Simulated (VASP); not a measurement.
Input of a VASP 6.6.1 run:

The input INCAR:

```
SYSTEM = Cd
PREC = Accurate
ENCUT = 520
EDIFF = 1E-7
ISMEAR = -1
SIGMA = 0.1
LREAL = .False.
LASPH = .True.
NELM = 60
ALGO = Normal
ISIF = 2
LWAVE = .False.
LCHARG = .True.
GGA = B5
ALDAX = 1.0
AGGAX = 1.0
AGGAC = 1.0
ALDAC = 0.0
LELF = .True.
LVHAR = .True.
NBANDS = 19
```

File KPOINTS:

```
Automatic mesh
0
Gamma
  19 19 8
  0 0 0
```

Contents of POSCAR:

```
Cd
1.0
    3.1380367954      0.0000000000      0.0000000000
   -1.5690183977      2.7176195828      0.0000000000
    0.0000000000      0.0000000000      6.5045478823
Cd
2
Direct
    0.3333333333      0.6666666667      0.2500000000
    0.6666666667      0.3333333333      0.7500000000
```

Potentials or basis: VASP PAW PBE potentials, release 64 (Cd).

The run is started by

```console
$ cat potpaw_PBE.64/Cd/POTCAR > POTCAR
$ mpirun -np 1 vasp_std > vasp.out
```

(1) What does it give for the pressure?

(2) What does it give for the band gap on the k mesh?

Results:

(1) -0.5 GPa.

(2) zero (bands 12 and 13 overlap by 2.95 eV).

Caveat: the PAW data sets were made with another functional, which shifts forces and pressure a little.
